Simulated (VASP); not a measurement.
## TaN: single point with PBEsol

Crystal: TaN.

```
CELL_PARAMETERS angstrom
5.24796 0.00000 0.00000
-2.62398 4.54487 0.00000
0.00000 0.00000 2.91100
ATOMIC_POSITIONS crystal
Ta 0.33333 0.66667 0.50000
Ta 0.66667 0.33333 0.50000
Ta 0.00000 0.00000 0.00000
N 0.39285 0.00000 0.00000
N 0.60715 0.60715 0.00000
N 0.00000 0.39285 0.00000
```

This cell differs from its parent crystal: equal xx and yy strain of +1 %.

| Quantity | Value |
| --- | --- |
| Program | VASP 6.6.1 |
| Task | single point |
| Functional | PBEsol |
| Potentials or basis | VASP PAW PBE potentials, release 64 (Ta_pv, N) |
| Cutoff | 520 eV |
| k mesh | 6 × 6 × 9 |
| Occupations | fermi-dirac, width 0.01 eV |
| Spin | no spin polarisation |

- Pressure: -9.0 GPa
- Largest force: 0.117 eV/Å
- Band gap on the k mesh: zero (band 24 reaches 9.75 eV, above the bottom of band 25 at 6.60 eV)

Forces on the atoms (eV/Å):
```
Ta   0.000  0.000  0.000
Ta   0.000  0.000  0.000
Ta   0.000  0.000  0.000
N   -0.117  0.000  0.000
N    0.058  0.101  0.000
N    0.058 -0.101  0.000
```

Stress tensor (GPa, compression positive):
```
-9.60  0.00  0.00
 0.00 -9.60  0.00
 0.00  0.00 -7.77
```

Levels at points of the mesh, in eV from the Fermi level:
```
           k point  band 20  band 21  band 22  band 23  band 24  band 25  band 26  band 27  band 28  band 29
(0.00, 0.00, 0.00)    -4.96    -4.14    -3.21    -1.96    -0.90    -0.90     0.66     0.66     1.65     1.92
(0.50, 0.00, 0.00)    -4.44    -3.88    -3.78    -2.82    -2.59     1.22     1.79     1.86     2.42     2.43
```

Wall time 47 s on 1 thread of AMD EPYC 9R45 96-Core Processor (Zen 5), on a shared host, peak memory 0.19 GiB.

Caveat: the cell differs from its parent crystal (equal xx and yy strain of +1 %); the PAW data sets were made with another functional, which shifts forces and pressure a little; spin-orbit coupling is left out, which moves the levels of the heavy elements.
